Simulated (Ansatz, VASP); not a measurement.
Two plane-wave programs on SiB4C

INCAR

```
PREC     = Accurate       # precision mode
ENCUT    = 520            # plane-wave cutoff, eV
EDIFF    = 1E-6           # SCF threshold, eV
ISMEAR   = 0              # smearing method
SIGMA    = 0.1            # smearing width, eV
LREAL    = F              # projectors in reciprocal space
LASPH    = T              # aspherical terms in the spheres
NELM     = 100            # most SCF steps
ALGO     = Normal         # electronic algorithm
ISIF     = 2              # what is computed and relaxed
LWAVE    = F              # write WAVECAR
LCHARG   = F              # write CHGCAR
GGA      = PE             # functional
NBANDS   = 19             # bands
```

Contents of KPOINTS:

```
regular mesh
0
Gamma
  6 6 4
```

Contents of POSCAR:

```
SiB4C
1.0
    2.9870943600      0.0000000000      0.0000000000
   -1.4935471800      2.5868996000      0.0000000000
    0.0000000000      0.0000000000      6.4957308600
Si B C
1 4 1
Direct
    0.0000000000      0.0000000000      0.5000000000
    0.3333333300      0.6666666700      0.7377485600
    0.3333333300      0.6666666700      0.2622514400
    0.6666666700      0.3333333300      0.7377485600
    0.6666666700      0.3333333300      0.2622514400
    0.0000000000      0.0000000000      0.0000000000
```

Input for Ansatz:

```yaml
crystal:
  lattice:
    - [2.98709436, 0.0, 0.0]
    - [-1.49354718, 2.5868996, 0.0]
    - [0.0, 0.0, 6.49573086]
  atoms:
    - { symbol: Si, position: [0.0, 0.0, 0.5] }
    - { symbol: B, position: [0.33333333, 0.66666667, 0.73774856] }
    - { symbol: B, position: [0.33333333, 0.66666667, 0.26225144] }
    - { symbol: B, position: [0.66666667, 0.33333333, 0.73774856] }
    - { symbol: B, position: [0.66666667, 0.33333333, 0.26225144] }
    - { symbol: C, position: [0.0, 0.0, 0.0] }
basis:
  ecutwfc: 420
kpoints:
  mp_grid: { grid: [6, 6, 4] }
hamiltonian:
  xc: pbe
scf:
  occupations: { method: gaussian, width: 0.1 }
  lower_state_search: "off"
output:
  forces: true
  stress: true
  eigenvalues: true
```

Change from the starting cell: species swapped into the HfTiB4 type (P6/mmm, No. 191).

Alike in both runs: task single point; functional PBE; k mesh 6 × 6 × 4; occupations gaussian, width 0.1 eV; no spin polarisation.

|  | VASP | Ansatz |
| --- | --- | --- |
| version | VASP 6.6.1 | Ansatz 0.2.0 |
| potentials or method | VASP PAW PBE potentials, release 64 (Si, B, C), cutoff 520 eV | scalar-relativistic, plane waves, PAW |
| valence electrons in the cell | 20 | 20 |

```tsv
	VASP	Ansatz	Ansatz less VASP
gap on the k mesh at the Fermi level (eV)	none	none	-
pressure (GPa)	-6.0	-6.0	-0.01
traceless stress, the component that is largest in VASP (GPa)	1.36	1.41	+0.050
rms of the force components (eV/Å)	0.278	0.277	-0.0005
```

Atom by atom the forces differ by 0.000 eV/Å (rms over components). A gap of «none» marks a metal or a gap that the smearing closes. The functional is the same, so the differences come from potentials, cutoffs and numerics.

The k mesh is coarse, so the values compare programs but aren't converged.
